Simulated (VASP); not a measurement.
A run of VASP 6.6.1 is set up as follows.

INCAR

```
SYSTEM = As
  PREC = Accurate
  ENCUT = 400
  EDIFF = 1E-6
  ISMEAR = 0
  SIGMA = 0.04
  LREAL = .False.
  LASPH = .True.
  NELM = 120
  ALGO = Normal
  ISIF = 2
  LWAVE = .False.
  LCHARG = .False.
  LDIPOL = .True.
  IDIPOL = 3
  DIPOL = 0.5 0.5 0.587
  GGA = PE
  IVDW = 13
  NBANDS = 24
  GGA_COMPAT = .False.
  NELMDL = -8
```

KPOINTS

```
regular mesh
0
Gamma
  6 6 1
  0 0 0
```

The input POSCAR:

```
As
1.0
    6.2057346749      0.0000000000      0.0000000000
   -3.1028673374      5.3743238776      0.0000000000
    0.0000000000      0.0000000000     19.6000000000
As
6
Direct
    0.6666670000      0.6666670000      0.5511743579
    0.3344054220      0.9983974197      0.5511663342
    1.0027191849      0.3343733124      0.5511727208
    0.3344715982      0.3319960691      0.6222828008
    1.0002564708      0.6666080549      0.6222671253
    0.6690632568      1.0008366551      0.6222731983
```

Potentials or basis: VASP PAW PBE potentials, release 64 (As).

Launch:

```console
$ cat potpaw_PBE.64/As/POTCAR > POTCAR
$ mpirun -np 1 vasp_std > vasp.out
```

Problem. What does it give for the largest force?

Solution. 0.102 eV/Å.

Problem. Estimate the dispersion energy per atom.

Solution. -0.245 eV.

Forces in eV/Å, atoms in the order of the input:
```
As   0.040 -0.013 -0.093
As  -0.009  0.041 -0.092
As  -0.031 -0.028 -0.093
As   0.000  0.022  0.092
As   0.018 -0.011  0.093
As  -0.019 -0.011  0.093
```
